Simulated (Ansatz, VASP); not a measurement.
# Two plane-wave programs on Cu

The input INCAR:

```
  ALGO = Fast
  EDIFF = 1E-6
  ENCUT = 520
  GGA = PE
  ISIF = 2
  ISMEAR = 0
  LASPH = T
  LCHARG = F
  LREAL = F
  LWAVE = F
  NBANDS = 12
  NELM = 80
  PREC = Accurate
  SIGMA = 0.15
```

KPOINTS

```
k-points
0
Gamma
  28 28 28
```

POSCAR

```
Cu
1.0
    0.0000000000      1.9056178346      1.7241304218
    1.9056178346      0.0000000000      1.7241304218
    1.9056178346      1.9056178346      0.0000000000
Cu
1
Direct
    0.0000000000      0.0000000000      0.0000000000
```

Input for Ansatz:

```yaml
crystal:
  lattice:
    - [0.0, 1.9056178346, 1.7241304218]
    - [1.9056178346, 0.0, 1.7241304218]
    - [1.9056178346, 1.9056178346, 0.0]
  atoms:
    - { symbol: Cu, position: [0.0, 0.0, 0.0] }
basis:
  ecutwfc: 420
kpoints:
  mp_grid: { grid: [28, 28, 28] }
hamiltonian:
  xc: pbe
scf:
  occupations: { method: gaussian, width: 0.15 }
output:
  forces: true
  stress: true
  eigenvalues: true
```

Change from the starting cell: strain +0.050 along x and y, -0.050 along z, atoms carried along.

Alike in both runs: task single point; functional PBE; k mesh 28 × 28 × 28; occupations gaussian, width 0.15 eV; no spin polarisation.

|  | VASP | Ansatz |
| --- | --- | --- |
| version | VASP 6.6.1 | Ansatz 0.2.0 |
| potentials or method | VASP PAW PBE potentials, release 64 (Cu), cutoff 520 eV | scalar-relativistic, plane waves, PAW |
| valence electrons in the cell | 11 | 19 |

```csv
,VASP,Ansatz,Ansatz less VASP
gap on the k mesh at the Fermi level (eV),none,none,-
pressure (GPa),-4.9,-5.6,-0.63
"traceless stress, the component that is largest in VASP (GPa)",1.85,1.88,+0.037
```

A gap of «none» marks a metal or a gap that the smearing closes. With one functional, cell and mesh, what is left measures potentials, basis and numerics. VASP's potentials hold 11 valence electrons a cell and Ansatz's 19, so a difference there can come from the potentials and not from the codes.
